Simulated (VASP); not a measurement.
A run of VASP 6.6.1:

The input POSCAR:

```
SiO
1.0
    2.8069700000      0.0000000000      0.0000000000
    0.0000000000      2.8069700000      0.0000000000
    0.0000000000      0.0000000000      2.8069700000
Si O
1 1
Direct
    0.0000000000      0.0000000000      0.0000000000
    0.5000000000      0.5000000000      0.5000000000
```

The input INCAR.step1:

```
  PREC = Accurate
  ENCUT = 600
  EDIFF = 1E-5
  ISMEAR = -1
  SIGMA = 0.05
  LREAL = F
  LASPH = T
  NELM = 100
  ALGO = Normal
  LWAVE = T
  LCHARG = F
  GGA = PE
  NBANDS = 12
```

Contents of INCAR.step2:

```
  PREC = Accurate
  ENCUT = 600
  EDIFF = 1E-6
  ISMEAR = -1
  SIGMA = 0.05
  LREAL = F
  LASPH = T
  NELM = 100
  ALGO = Normal
  ISIF = 3
  LWAVE = F
  LCHARG = F
  GGA = PE
  LHFCALC = T
  HFSCREEN = 0.2079
  PRECFOCK = Normal
  IBRION = 2
  NSW = 60
  EDIFFG = -0.01
  ISTART = 1
```

The input KPOINTS:

```
Automatic mesh
0
Gamma
  5 5 5
```

Potentials or basis: VASP PAW PBE potentials, release 64 (Si, O).

Command:

```bash
$ cat potpaw_PBE.64/Si/POTCAR potpaw_PBE.64/O/POTCAR > POTCAR
$ cp INCAR.step1 INCAR
$ mpirun -np 1 vasp_std > vasp.out
$ cp INCAR.step2 INCAR
$ mpirun -np 1 vasp_std > vasp.out
```

Hardware: 1 thread of Intel(R) Xeon(R) 6975P-C (Granite Rapids), with other jobs on the host.

Problem. Estimate the wall time of this run.

Solution. It took 2.8 min on 1 thread of Intel(R) Xeon(R) 6975P-C (Granite Rapids), with other jobs on the host, peak memory 0.23 GiB. Counts: k points 10, ion steps 3.
